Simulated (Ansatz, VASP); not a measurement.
Two plane-wave programs on Ca3H

```
Ca H
1.0
     5.15657    0.00000    0.00000
     0.00000    5.15657    0.00000
     0.00000    0.00000    5.15657
Ca H
3 1
Cartesian
  2.5783 2.5783 0.0000
  2.5783 0.0000 2.5783
  0.0000 2.5783 2.5783
  0.0000 0.0000 0.0000
```

Change from the starting cell: species swapped into the TmPt3 type (Pm-3m, No. 221).

Alike in both runs: functional PBE; k mesh 10 × 10 × 10; occupations gaussian, width 0.1 eV; no spin polarisation.

Ansatz relaxed the structure, and its values are those at the end. VASP's run is a single point on that final structure, the one shown.

|  | VASP | Ansatz |
| --- | --- | --- |
| version | VASP 6.6.1 | Ansatz 0.2.0 |
| potentials or method | VASP PAW PBE potentials, release 64 (Ca_sv, H), cutoff 520 eV | scalar-relativistic, plane waves, PAW |
| valence electrons in the cell | 31 | 31 |

```csv
,VASP,Ansatz,Ansatz less VASP
gap on the k mesh at the Fermi level (eV),none,none,-
pressure (GPa),0.0,0.0,0.00
```

A gap of «none» marks a metal or a gap that the smearing closes.
